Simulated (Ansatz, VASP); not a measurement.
## MgH2 in VASP and in Ansatz

```
Mg H
1.0
     0.00000    2.37871    2.37871
     2.37871    0.00000    2.37871
     2.37871    2.37871    0.00000
Mg H
1 2
Direct
  0.00000 0.00000 0.00000
  0.25000 0.25000 0.25000
  0.75000 0.75000 0.75000
```

Alike in both runs: functional PBE; k mesh 14 × 14 × 14; occupations fermi-dirac, width 0.05 eV; no spin polarisation.

Ansatz relaxed the structure, and its values are those at the end. VASP's run is a single point on that final structure, the one shown.

```csv
,VASP,Ansatz
version,VASP 6.6.1,Ansatz 0.2.0
potentials or method,"VASP PAW PBE potentials, release 64 (Mg, H)","PAW with Ansatz's default frozen-core files, scalar-relativistic"
plane-wave cutoff (eV),520,420
valence electrons in the cell,4,12
```

|  | VASP | Ansatz | Ansatz less VASP |
| --- | --- | --- | --- |
| pressure (GPa) | -0.4 | 0.0 | +0.40 |

The functional is the same, so the differences come from potentials, cutoffs and numerics. VASP's potentials hold 4 valence electrons a cell and Ansatz's 12, so a difference there can come from the potentials and not from the codes.
